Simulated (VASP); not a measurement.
Wanted: the native input for a VASP 6.6.1 run.

```
Task                   : dielectric tensor
Functional             : LDA
Potentials or basis    : VASP PAW LDA potentials, release 64 (Si, C)
Cutoff                 : 520 eV
k mesh                 : 10 × 10 × 5
Occupations            : gaussian, width 0.01 eV
Spin                   : no spin polarisation
Dipole correction      : no
Further INCAR settings : ALGO = Normal; EDIFF = 1e-08
```

The structure of SiC lies in POSCAR:

```
SiC
1.0
    3.0760000000      0.0000000000      0.0000000000
   -1.5380000000      2.6638941420      0.0000000000
    0.0000000000      0.0000000000      5.0480000000
Si C
2 2
Direct
    0.6666666667      0.3333333333      0.5000000000
    0.3333333333      0.6666666667      0.0000000000
    0.6666666667      0.3333333333      0.8850000000
    0.3333333333      0.6666666667      0.3850000000
```

One way to write it, as run:

INCAR

```
PREC = Accurate
ENCUT = 520
EDIFF = 1E-8
ISMEAR = 0
SIGMA = 0.01
LREAL = False
LASPH = True
NELM = 80
ALGO = Normal
ISIF = 2
LWAVE = False
LCHARG = False
GGA = CA
LEPSILON = True
```

KPOINTS

```
Automatic mesh
0
Gamma
  10 10 5
```

Potentials or basis: VASP PAW LDA potentials, release 64 (Si, C).

The run is started by

```bash
$ cat potpaw_LDA.64/Si/POTCAR potpaw_LDA.64/C/POTCAR > POTCAR
$ mpirun -np 1 vasp_std > vasp.out
```

It gave:

The band gap on the k mesh is 2.36 eV (least direct gap 3.98 eV). The electronic dielectric tensor (diagonal) is 6.92, 6.92, 7.49. The born charges (mean of the diagonal) is Si +2.75; C -2.75 e.

Wall time 2.8 min on 1 thread of Intel(R) Xeon(R) Platinum 8488C (Sapphire Rapids), on a shared host, peak memory 0.28 GiB.
